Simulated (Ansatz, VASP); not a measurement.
## Two plane-wave programs on AlGaN2

File POSCAR:

```
AlGaN2
1.0
    3.1879902044      0.0000000000      0.0000000000
    0.0000000000      3.1879902044      0.0000000000
    0.0000000000      0.0000000000      4.3574803709
Al Ga N
1 1 2
Direct
    0.5000000000      0.5000000000      0.5000000000
    0.0000000000      0.0000000000      0.0000000000
    0.5000000000      0.0000000000      0.7382648100
    0.0000000000      0.5000000000      0.2617351900
```

INCAR.step1

```
SYSTEM = AlGaN2
PREC     = Accurate       ! precision mode
ENCUT    = 910            ! plane-wave cutoff, eV
ISMEAR   = 0              ! smearing method
SIGMA    = 0.05           ! smearing width, eV
LREAL    = .False.        ! projectors in reciprocal space
LASPH    = .True.         ! aspherical terms in the spheres
NELM     = 120            ! most SCF steps
NBANDS   = 21             ! bands
GGA      = PE             ! functional
ALGO     = Normal         ! electronic algorithm
EDIFF    = 1E-5           ! SCF threshold, eV
LWAVE    = .True.         ! write WAVECAR
LCHARG   = .False.        ! write CHGCAR
GGA_COMPAT= .False.
```

INCAR.step2

```
SYSTEM = AlGaN2
PREC     = Accurate       ! precision mode
ENCUT    = 910            ! plane-wave cutoff, eV
EDIFF    = 1E-6           ! SCF threshold, eV
ISMEAR   = 0              ! smearing method
SIGMA    = 0.05           ! smearing width, eV
LREAL    = .False.        ! projectors in reciprocal space
LASPH    = .True.         ! aspherical terms in the spheres
NELM     = 120            ! most SCF steps
ALGO     = Normal         ! electronic algorithm
ISIF     = 2              ! what is computed and relaxed
LWAVE    = .False.        ! write WAVECAR
LCHARG   = .False.        ! write CHGCAR
METAGGA  = R2SCAN         ! meta-GGA
LMIXTAU  = .True.       
NBANDS   = 21             ! bands
ISTART   = 1            
GGA_COMPAT= .False.
```

KPOINTS

```
regular mesh
0
Gamma
  8 8 6
  0 0 0
```

Input for Ansatz:

```yaml
crystal:
  lattice:
    - [3.1879902044, 0.0, 0.0]
    - [0.0, 3.1879902044, 0.0]
    - [0.0, 0.0, 4.3574803709]
  atoms:
    - { symbol: Al, position: [0.5, 0.5, 0.5] }
    - { symbol: Ga, position: [0.0, 0.0, 0.0] }
    - { symbol: "N", position: [0.5, 0.0, 0.73826481] }
    - { symbol: "N", position: [0.0, 0.5, 0.26173519] }
basis:
  ecutwfc: 500
kpoints:
  mp_grid: { grid: [8, 8, 6] }
hamiltonian:
  xc: r2scan
scf:
  occupations: { method: gaussian, width: 0.05 }
output:
  forces: true
  stress: true
  eigenvalues: true
```

Change from the starting cell: strain +0.015 along x and y, -0.015 along z, atoms carried along.

Alike in both runs: task single point; functional r2SCAN; k mesh 8 × 8 × 6; occupations gaussian, width 0.05 eV; no spin polarisation.

```csv
,VASP,Ansatz
version,VASP 6.6.1,Ansatz 0.2.0
potentials or method,"VASP PAW PBE potentials, release 64 (Al, Ga_d, N_h), cutoff 910 eV","scalar-relativistic, plane waves, PAW"
valence electrons in the cell,26,26
```

VASP gave:

| Item | Value |
| --- | --- |
| gap on the k mesh at the Fermi level (eV) | 3.28 |
| least direct gap on the mesh (eV) | 3.28 |
| rms of the force components (eV/Å) | 0.019 |

Problem. Which values does Ansatz return?

Solution. gap on the k mesh at the Fermi level (eV): 3.27; least direct gap on the mesh (eV): 3.27; rms of the force components (eV/Å): 0.016.

VASP's potentials were made for PBE, not for r2SCAN. Atom by atom the forces differ by 0.035 eV/Å (rms over components). With one functional, cell and mesh, what is left measures potentials, basis and numerics.

Noted on VASP's run: the cutoff is short for stress, so the pressure is rough.
